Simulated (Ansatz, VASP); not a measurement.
# Two plane-wave programs on SrO

```
CELL_PARAMETERS angstrom
0.00000 2.56144 2.56144
2.56144 0.00000 2.56144
2.56144 2.56144 0.00000
ATOMIC_POSITIONS crystal
Sr 0.50000 0.50000 0.50000
O 0.00000 0.00000 0.00000
```

Alike in both runs: task single point; functional PBEsol; k mesh 8 × 8 × 8; no spin polarisation.

```csv
,VASP,Ansatz
version,VASP 6.6.1,Ansatz 0.2.0
potentials or method,"VASP PAW PBE potentials, release 64 (Sr_sv, O)","PAW with Ansatz's default frozen-core files, scalar-relativistic"
plane-wave cutoff (eV),520,420
occupations,"gaussian, width 0.01 eV",fixed
valence electrons in the cell,16,16
```

|  | VASP | Ansatz | Ansatz less VASP |
| --- | --- | --- | --- |
| gap on the k mesh at the Fermi level (eV) | 3.15 | 3.20 | +0.049 |
| pressure (GPa) | 0.6 | 0.0 | -0.64 |

VASP's potentials were made for PBE, not for PBEsol.
